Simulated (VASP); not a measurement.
ScSi2:

```
CELL_PARAMETERS angstrom
4.03637 0.00000 0.00000
-2.01818 3.49560 0.00000
0.00000 0.00000 3.60921
ATOMIC_POSITIONS crystal
Sc 0.00000 0.00000 0.00000
Si 0.33333 0.66667 0.50000
Si 0.66667 0.33333 0.50000
```

| Property | Result |
| --- | --- |
| Program | VASP 6.6.1 |
| Task | relaxation of cell and atoms |
| Functional | PBEsol |
| Potentials or basis | VASP PAW PBE potentials, release 64 (Sc_sv, Si) |
| Cutoff | 600 eV |
| k mesh | 12 × 12 × 12 |
| Occupations | gaussian, width 0.1 eV |
| Spin | no spin polarisation |

At the start: pressure -2.7 GPa; volume 16.97 Å³/atom.

Task: Where does the relaxation end?

Result: Over 5 steps the energy falls by 4.3 meV/atom and the volume is 16.48 Å³/atom (-2.9 %); space group P6/mmm (No. 191, to 0.1 Å) before and after.

Step by step:
```csv
step,energy change (eV),largest force (eV/Å),pressure (GPa),volume (Å³)
1,0.0000,0.0000,-2.69,50.92
2,-0.0089,0.0000,1.49,48.86
3,-0.0120,0.0000,0.02,49.53
4,-0.0127,0.0000,0.01,49.49
5,-0.0129,0.0000,0.00,49.44
```

Final structure:
```xyz
3
Lattice="4.0099 0.0000 0.0000 -2.0050 3.4727 0.0000 0.0000 0.0000 3.5504" Properties=species:S:1:pos:R:3 pbc="T T T"
Sc    0.0000    0.0000    0.0000
Si    0.0000    2.3151    1.7752
Si    2.0050    1.1576    1.7752
```

Caveat: the PAW data sets were made with another functional, which shifts forces and pressure a little.
